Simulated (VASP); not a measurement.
Input of a VASP 6.6.1 run:

File INCAR:

```
PREC = Accurate
ENCUT = 500
EDIFF = 1E-7
ISMEAR = -1
SIGMA = 0.05
LREAL = F
LASPH = T
NELM = 120
ALGO = Normal
ISIF = 3
LWAVE = F
LCHARG = F
GGA = PE
IBRION = 2
NSW = 50
EDIFFG = -0.02
GGA_COMPAT = F
NELMIN = 4
```

The input KPOINTS:

```
regular mesh
0
Gamma
  15 15 15
```

File POSCAR:

```
W
1.0
    0.0000000000      2.7400000000      2.7400000000
    2.7400000000      0.0000000000      2.7400000000
    2.7400000000      2.7400000000      0.0000000000
W
2
Direct
    1.0000000000      1.0000000000      1.0000000000
    0.2500000000      0.2500000000      0.2500000000
```

Potentials or basis: VASP PAW PBE potentials, release 64 (W_sv).

Command:

```sh
$ cat potpaw_PBE.64/W_sv/POTCAR > POTCAR
$ mpirun -np 1 vasp_std > vasp.out
```

Question: What does it give for the relaxed cell?

Answer: a = 4.128 Å, b = 4.128 Å, c = 4.128 Å, α = 60.00°, β = 60.00°, γ = 60.00°.

Question: What does it give for the band gap on the k mesh?

Answer: Zero (bands 14 and 15 overlap by 0.94 eV).

Final structure:
```
W
1.0
     0.00000    2.91886    2.91886
     2.91886    0.00000    2.91886
     2.91886    2.91886    0.00000
W
2
Direct
  0.00000 0.00000 0.00000
  0.25000 0.25000 0.25000
```

Caveat: spin-orbit coupling is left out, which moves the levels of the heavy elements.
